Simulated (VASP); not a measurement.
# TiAl7O12 (P1) in VASP: single point with PBEsol+U

Aim: the single point of TiAl7O12 with PBEsol+U.

Everything below comes from runs of VASP 6.6.1. Logs are shortened: lines on timing, memory, paths and dates and some standing lists are left out, and cuts for length are marked.

## 1. The cell of the first run

The typed cell holds 20 atoms: a = 10.253 Å, b = 5.127 Å, c = 5.127 Å, α = 55.25°, β = 55.25°, γ = 55.25°.

## 2. Single point, PBEsol+U

Input file INCAR:

```
SYSTEM = TiAl7O12
PREC     = Accurate       ! precision mode
ENCUT    = 520            ! plane-wave cutoff, eV
EDIFF    = 1E-6           ! SCF threshold, eV
ISMEAR   = 0              ! smearing method
SIGMA    = 0.05           ! smearing width, eV
LREAL    = Auto         
LASPH    = .True.         ! aspherical terms in the spheres
NELM     = 150            ! most SCF steps
ALGO     = Normal         ! electronic algorithm
ISIF     = 2              ! what is computed and relaxed
LWAVE    = .False.        ! write WAVECAR
LCHARG   = .False.        ! write CHGCAR
LMAXMIX  = 4              ! l up to which the mixer works
LDAU     = .True.         ! DFT+U
LDAUTYPE = 2            
LDAUL    = 2 -1 -1        ! shell
LDAUU    = 3 0 0          ! U, eV
LDAUJ    = 0 0 0        
LDAUPRINT= 1            
GGA      = PS             ! functional
NBANDS   = 68             ! bands
```

Input file KPOINTS:

```
regular mesh
0
Gamma
  2 4 4
  0 0 0
```

Input file POSCAR:

```
TiAl7O12
1.0
    4.7540000000      2.7447232000      8.6600000000
   -2.3770000000      1.3723616000      4.3300000000
    0.0000000000     -2.7447232000      4.3300000000
Ti Al O
1 7 12
Direct
    0.4310895439      0.8537105160      0.8527636424
    0.9264267930      0.8547627793      0.8512993686
    0.3208735526      0.6555021356      0.6482231232
    0.8293177831      0.6421025599      0.6492226273
    0.0708654802      0.1564182977      0.1497272491
    0.5763110345      0.1423139014      0.1448565183
    0.1736654302      0.3590265429      0.3483682482
    0.6782918938      0.3456613498      0.3530068092
    0.0281296827      0.4463916841      0.7484442691
    0.5293032891      0.4241272260      0.7551563771
    0.3747895709      0.0580149191      0.4256730192
    0.8757292654      0.0569838979      0.4456010680
    0.2159051404      0.7598022220      0.0563120279
    0.7223536465      0.7453619700      0.0561197857
    0.4737019287      0.5239427442      0.2809350925
    0.9681514637      0.5614371604      0.2513750974
    0.1232471915      0.9502754149      0.5541532602
    0.6395362994      0.9334958924      0.5396027612
    0.2637401651      0.2792296520      0.9485231222
    0.7785708453      0.2514391343      0.9406365331
```

Potentials or basis: VASP PAW PBE potentials, release 64 (Ti_sv, Al, O).

Run with:

```sh
cat potpaw_PBE.64/Ti_sv/POTCAR potpaw_PBE.64/Al/POTCAR potpaw_PBE.64/O/POTCAR > POTCAR
mpirun -np 1 vasp_std > vasp.out
```

OUTCAR:

```text
SYSTEM = TiAl7O12
   PREC = Accurate
   ENCUT = 520
   EDIFF = 1E-6
   ISMEAR = 0
   LREAL = Auto
   LASPH = .True.
   NELM = 150
   ISIF = 2
   GGA = PS

 ion  position               nearest neighbor table
   1  0.431  0.854  0.853-  18 1.91  15 1.97  19 1.98  13 2.05  10 2.07  11 2.09   3 2.70   6 2.79
                             6 2.81   5 2.85
   2  0.926  0.855  0.851-  20 1.84  16 1.84  17 1.85  12 1.96   9 1.97  14 1.99   4 2.64   5 2.76
                             6 2.77   5 2.78   4 3.19   3 3.19   4 3.23
   3  0.321  0.656  0.648-  19 1.82  15 1.83  17 1.85  11 1.94  13 1.97  10 1.99   1 2.70   7 2.77
                             7 2.79   8 2.83   2 3.19
   4  0.829  0.642  0.649-  18 1.82  16 1.83  20 1.85   9 1.92  14 1.96  12 1.97   2 2.64   7 2.73
                             8 2.79   8 2.79   2 3.19   2 3.23
   5  0.071  0.156  0.150-  12 1.84  13 1.85   9 1.85  19 1.93  16 1.95  17 1.96   7 2.63   2 2.76
                             2 2.78   1 2.85   8 3.19   7 3.23   7 3.24
   6  0.576  0.142  0.145-  10 1.82  14 1.84  11 1.86  15 1.95  20 1.97  18 1.97   8 2.66   2 2.77
                             1 2.79   1 2.81   8 3.20   8 3.22   7 3.25
   7  0.174  0.359  0.348-  11 1.84  13 1.85   9 1.85  19 1.89  17 1.97  16 1.97   5 2.63   4 2.73
                             3 2.77   3 2.79   5 3.23   5 3.24   6 3.25
   8  0.678  0.346  0.353-  12 1.84  10 1.84  14 1.85  15 1.92  18 1.94  20 1.97   6 2.66   4 2.79
                             4 2.79   3 2.83   5 3.19   6 3.20   6 3.22
   9  0.028  0.446  0.748-   7 1.85   5 1.85   4 1.92   2 1.97
  10  0.529  0.424  0.755-   6 1.82   8 1.84   3 1.99   1 2.07
  11  0.375  0.058  0.426-   7 1.84   6 1.86   3 1.94   1 2.09
  12  0.876  0.057  0.446-   5 1.84   8 1.84   2 1.96   4 1.97
  13  0.216  0.760  0.056-   7 1.85   5 1.85   3 1.97   1 2.05
  14  0.722  0.745  0.056-   6 1.84   8 1.85   4 1.96   2 1.99
  15  0.474  0.524  0.281-   3 1.83   8 1.92   6 1.95   1 1.97
  16  0.968  0.561  0.251-   4 1.83   2 1.84   5 1.95   7 1.97
  17  0.123  0.950  0.554-   2 1.85   3 1.85   5 1.96   7 1.97
  18  0.640  0.933  0.540-   4 1.82   1 1.91   8 1.94   6 1.97
  19  0.264  0.279  0.949-   3 1.82   7 1.89   5 1.93   1 1.98
  20  0.779  0.251  0.941-   2 1.84   4 1.85   8 1.97   6 1.97

  LATTYP: Found a base centered monoclinic cell.
 ALAT       =     9.0845531184
 B/A-ratio  =     0.5233058759
 C/A-ratio  =     0.9063923615
 COS(beta)  =    -0.3021307872
[... 249 lines left out ...]
  o =  0.0608  v =  0.0000  0.0000  0.0000  0.0000  0.0000 -0.5308  0.3695 -0.0430 -0.5040 -0.5709      0.0000  0.0000  0.0000  0.0000  0.0000  0.0000  0.0000  0.0000  0.0000  0.0000
  o =  0.0686  v = -0.2907  0.2550  0.8795  0.1687  0.2201  0.0000  0.0000  0.0000  0.0000  0.0000      0.0000  0.0000  0.0000  0.0000  0.0000  0.0000  0.0000  0.0000  0.0000  0.0000
  o =  0.0686  v =  0.0000  0.0000  0.0000  0.0000  0.0000 -0.2907  0.2550  0.8795  0.1687  0.2201      0.0000  0.0000  0.0000  0.0000  0.0000  0.0000  0.0000  0.0000  0.0000  0.0000
  o =  0.1753  v =  0.3670  0.3702  0.0198 -0.6881  0.5044  0.0000  0.0000  0.0000  0.0000  0.0000      0.0000  0.0000  0.0000  0.0000  0.0000  0.0000  0.0000  0.0000  0.0000  0.0000
  o =  0.1753  v =  0.0000  0.0000  0.0000  0.0000  0.0000  0.3670  0.3702  0.0198 -0.6881  0.5044      0.0000  0.0000  0.0000  0.0000  0.0000  0.0000  0.0000  0.0000  0.0000  0.0000
  o =  0.2049  v =  0.0000  0.0000  0.0000  0.0000  0.0000  0.5091  0.6853 -0.0123  0.3756 -0.3605      0.0000  0.0000  0.0000  0.0000  0.0000  0.0000  0.0000  0.0000  0.0000  0.0000
  o =  0.2049  v =  0.5091  0.6853 -0.0123  0.3756 -0.3605  0.0000  0.0000  0.0000  0.0000  0.0000      0.0000  0.0000  0.0000  0.0000  0.0000  0.0000  0.0000  0.0000  0.0000  0.0000
  o =  0.4460  v =  0.0000  0.0000  0.0000  0.0000  0.0000 -0.4898  0.4379 -0.4733  0.3208  0.4912      0.0000  0.0000  0.0000  0.0000  0.0000  0.0000  0.0000  0.0000  0.0000  0.0000
  o =  0.4460  v = -0.4898  0.4379 -0.4733  0.3208  0.4912  0.0000  0.0000  0.0000  0.0000  0.0000      0.0000  0.0000  0.0000  0.0000  0.0000  0.0000  0.0000  0.0000  0.0000  0.0000

 number of electron     105.0000005 magnetization

 Free energy of the ion-electron system (eV)
  ---------------------------------------------------
  ext. energy  EPLUGINS =         0.00000000
  ---------------------------------------------------
  free energy    TOTEN  =      -157.46986836 eV

  energy without entropy =     -157.45741140  energy(sigma->0) =     -157.46363988

 E-fermi :  10.9592     XC(G=0): -12.1140

 val. band max:       10.9467766115   @ k =   0.0000  -0.2500   0.5000
 cond. band min:      10.9652726452   @ k =   0.5000   0.2500   0.0000
 fundamental gap:      0.0184960337
 Fermi energy:        10.9592168178

 k-point     1 :       0.0000    0.0000    0.0000
  band No.  band energies     occupation
      1     -48.2268      2.00000
      2     -25.2342      2.00000
      3     -24.4640      2.00000
      4     -24.3933      2.00000
      5     -12.9637      2.00000
      6     -11.8150      2.00000
[... 1329 lines left out ...]
     63      17.2941      0.00000
     64      17.4193      0.00000
 [bands above 64 left out]

------------------------ aborting loop because EDIFF is reached ----------------------------------------

  FORCE on cell =-STRESS in cart. coord.  units (eV):
  Direction    XX          YY          ZZ          XY          YZ          ZX
  --------------------------------------------------------------------------------------
  -------------------------------------------------------------------------------------
  Total       13.7937966     12.8443071     10.0826534     -0.5533768     -0.7248856      0.1781660
  in kB      130.3849657    121.4099786     95.3056262     -5.2307578     -6.8519338      1.6841024
  external PRESSURE =     115.7001902 kB  Pullay stress =       0.0000000 kB

 VOLUME and BASIS-vectors are now :
 -----------------------------------------------------------------------------
  energy-cutoff  :      520.00
  volume of cell :      169.50
      direct lattice vectors                 reciprocal lattice vectors
     4.754000000  2.744723200  8.660000000     0.105174590  0.060722577  0.038491147
    -2.377000000  1.372361600  4.330000000    -0.210349180  0.121445155  0.076982294
     0.000000000 -2.744723200  4.330000000     0.000000000 -0.242890309  0.076982294

 POSITION                                       TOTAL-FORCE (eV/Angst)
 -----------------------------------------------------------------------------------
      0.02013      0.01422     11.12227        -0.046703     -0.120418     -0.038486
      2.37246      1.37925     15.41011        -0.006383     -0.008986     -0.010015
     -0.03270      0.00110      8.42390        -0.031394      0.040205      0.076940
      2.41630      1.37551     12.77333        -0.007053     -0.036211      0.001280
     -0.03491     -0.00179      1.93931         0.013207      0.021322     -0.020484
      2.40150      1.37953      6.23430         0.004559      0.051784     -0.026273
[... 12 lines left out ...]
      0.59009     -1.49634      7.60016         0.043862      0.042873      0.013948
      3.10365     -0.09976     11.90411         0.016644     -0.012647      0.005222
 -----------------------------------------------------------------------------------
    total drift:                               -0.000585     -0.009183     -0.000395

  FREE ENERGIE OF THE ION-ELECTRON SYSTEM (eV)
  ---------------------------------------------------
  free  energy   TOTEN  =      -157.4698683614 eV

  energy  without entropy=     -157.4574114048  energy(sigma->0) =     -157.46363988
```

OSZICAR:

```text
N       E                     dE             d eps       ncg     rms          rms(c)
DAV:   1     0.859235749212E+03    0.85924E+03   -0.54195E+04  2736   0.155E+03
DAV:   2    -0.915012179345E+02   -0.95074E+03   -0.91535E+03  3264   0.389E+02
DAV:   3    -0.173446829552E+03   -0.81946E+02   -0.80915E+02  3448   0.124E+02
[... 19 lines left out ...]
DAV:  23    -0.157469859865E+03   -0.11504E-04   -0.28862E-04  3608   0.488E-02    0.724E-03
DAV:  24    -0.157469864752E+03   -0.48874E-05   -0.89025E-05  3192   0.265E-02    0.502E-03
DAV:  25    -0.157469867220E+03   -0.24679E-05   -0.39208E-04  3144   0.554E-02    0.345E-03
DAV:  26    -0.157469868311E+03   -0.10903E-05   -0.24327E-05  3000   0.171E-02    0.171E-03
DAV:  27    -0.157469868361E+03   -0.50777E-07   -0.45377E-06  2108   0.734E-03
   1 F= -.15746987E+03 E0= -.15746364E+03  d E =-.124570E-01
```

Run time: 20 min. Hardware: 1 thread of Oxide Virtual Turin-like, shared host; peak memory 0.39 GiB.

Results:

```yaml
Free_energy: -157.4699 eV
Pressure: 11.6 GPa
Largest_force: 0.136 eV/Å
```

Forces in eV/Å, atoms in the order of the input:
```
Ti  -0.047 -0.120 -0.038
Al  -0.006 -0.009 -0.010
Al  -0.031  0.040  0.077
Al  -0.007 -0.036  0.001
Al   0.013  0.021 -0.020
Al   0.005  0.052 -0.026
Al  -0.021 -0.040  0.037
Al   0.015  0.037  0.013
O   -0.005  0.000  0.002
O    0.041  0.030 -0.075
O   -0.015  0.041  0.014
O    0.001 -0.009 -0.008
O   -0.011 -0.065 -0.034
O    0.031 -0.002  0.006
O   -0.039 -0.105  0.009
O    0.007 -0.002 -0.006
O   -0.006  0.008  0.004
O    0.016  0.130  0.035
O    0.044  0.043  0.014
O    0.017 -0.013  0.005
```

Levels at points of the mesh, in eV from the Fermi level:
```tsv
k point	band 48	band 49	band 50	band 51	band 52	band 53	band 54	band 55	band 56	band 57
(0.00, 0.00, 0.00)	-5.05	-5.02	-4.76	-4.74	-4.71	0.05	0.57	0.65	1.78	2.50
(0.50, 0.00, 0.00)	-5.17	-4.98	-4.89	-4.86	-4.84	0.06	0.61	0.66	2.37	2.91
(0.00, 0.50, 0.00)	-5.51	-5.46	-5.07	-5.00	-4.83	-0.03	0.35	0.63	2.49	3.05
(0.00, 0.00, 0.50)	-5.53	-5.43	-5.04	-5.03	-4.88	-0.15	0.48	0.64	2.68	2.78
(0.50, 0.50, 0.00)	-5.45	-5.26	-5.20	-5.05	-4.90	-0.03	0.35	0.57	2.53	3.05
(0.50, 0.00, 0.50)	-5.46	-5.21	-5.10	-5.05	-4.87	-0.14	0.46	0.63	2.71	2.75
(0.00, 0.50, 0.50)	-5.23	-5.20	-5.09	-5.04	-4.91	0.11	0.50	0.74	2.60	2.88
(0.50, 0.50, 0.50)	-5.43	-5.33	-5.23	-5.12	-5.00	0.12	0.60	0.75	2.52	2.86
```

Eigenvalues of the final occupation matrices:
```
    site  spin  trace               eigenvalues
site 1 d     1   0.96  0.06 0.07 0.18 0.20 0.45
site 1 d     2   0.96  0.06 0.07 0.18 0.20 0.45
```

Caveat: the k points lie up to 0.40 Å⁻¹ apart; the PAW data sets were made with another functional, which shifts forces and pressure a little; an odd number of electrons without spin polarisation forces a metal; a magnetic or distorted state may lie lower; U without spin polarisation on a metal has little footing.
